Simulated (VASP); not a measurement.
Pd, 1 atom in the cell. The structure is cubic, space group Fm-3m (No. 225). The conventional cell has a = 3.893 Å, b = 3.893 Å, c = 3.893 Å, α = 90.00°, β = 90.00°, γ = 90.00°. Pd (site symmetry m-3m) has 12 Pd at 2.75 Å within 3.6 Å. 

```yaml
Program: VASP 6.6.1
Task: single point
Functional: RPBE
Dispersion: D3(BJ)
Potentials_or_basis: VASP PAW PBE potentials, release 64 (Pd)
Cutoff: 520 eV
k_mesh: 12 × 12 × 12
Occupations: fermi-dirac, width 0.01 eV
Spin: non-collinear spin, zero start, spin-orbit coupling
Starting_moments: "[[0.0, 0.0, 0.0]] μB"
Hubbard_terms: Pd d U = 3.0 eV
Dipole_correction: no
Further_INCAR_settings: ALGO = Fast; EDIFF = 1e-06; NBANDS = 21
```

Potentials or basis: VASP PAW PBE potentials, release 64 (Pd).

Launch:

```bash
$ cat potpaw_PBE.64/Pd/POTCAR > POTCAR
$ mpirun -np 1 vasp_ncl > vasp.out
```

Hardware: 1 thread of Intel(R) Xeon(R) 6975P-C (Granite Rapids), with other jobs on the host.

Q: Estimate the wall time of this run.

A: Run time: 22 s on 1 thread of Intel(R) Xeon(R) 6975P-C (Granite Rapids) (shared host), peak memory 0.19 GiB. Counts: scf iterations 13, k points 72.
